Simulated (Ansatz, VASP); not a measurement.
**KCl: VASP beside Ansatz**

File INCAR:

```
PREC     = Accurate       # precision mode
ENCUT    = 520            # plane-wave cutoff, eV
EDIFF    = 1E-6           # SCF threshold, eV
ISMEAR   = 0              # smearing method
SIGMA    = 0.05           # smearing width, eV
LREAL    = False          # projectors in reciprocal space
LASPH    = True           # aspherical terms in the spheres
NELM     = 60             # most SCF steps
ALGO     = Normal         # electronic algorithm
ISIF     = 2              # what is computed and relaxed
LWAVE    = False          # write WAVECAR
LCHARG   = True           # write CHGCAR
GGA      = PE             # functional
LELF     = True           # ELF
LVHAR    = True         
NBANDS   = 15             # bands
```

KPOINTS

```
Automatic mesh
0
Gamma
  6 6 6
```

The input POSCAR:

```
KCl
1.0
    0.0000000000      3.2823440000      3.1561000000
    3.1561000000      0.0000000000      3.1561000000
    3.1561000000      3.2823440000      0.0000000000
K Cl
1 1
Direct
    0.0000000000      0.0000000000      0.0000000000
    0.5000000000      0.5000000000      0.5000000000
```

Input for Ansatz:

```yaml
crystal:
  lattice:
    - [0.0, 3.282344, 3.1561]
    - [3.1561, 0.0, 3.1561]
    - [3.1561, 3.282344, 0.0]
  atoms:
    - { symbol: K, position: [0.0, 0.0, 0.0] }
    - { symbol: Cl, position: [0.5, 0.5, 0.5] }
basis:
  ecutwfc: 420
kpoints:
  mp_grid: { grid: [6, 6, 6] }
hamiltonian:
  xc: pbe
scf:
  occupations: { method: gaussian, width: 0.05 }
output:
  forces: true
  stress: true
  eigenvalues: true
```

Change from the starting cell: strain +0.0400 x Voigt [0, 1, 0, 0, 0, 0], atoms carried along.

Alike in both runs: task single point; functional PBE; k mesh 6 × 6 × 6; occupations gaussian, width 0.05 eV; no spin polarisation.

|  | VASP | Ansatz |
| --- | --- | --- |
| version | VASP 6.6.1 | Ansatz 0.2.0 |
| potentials or method | VASP PAW PBE potentials, release 64 (K_sv, Cl), cutoff 520 eV | scalar-relativistic, plane waves, PAW |
| valence electrons in the cell | 16 | 16 |

|  | VASP | Ansatz | Ansatz less VASP |
| --- | --- | --- | --- |
| gap on the k mesh at the Fermi level (eV) | 5.01 | 5.02 | +0.002 |
| least direct gap on the mesh (eV) | 5.01 | 5.02 | +0.002 |
| pressure (GPa) | 0.0 | 0.0 | -0.02 |
| traceless stress, the component that is largest in VASP (GPa) | -0.71 | -0.69 | +0.014 |
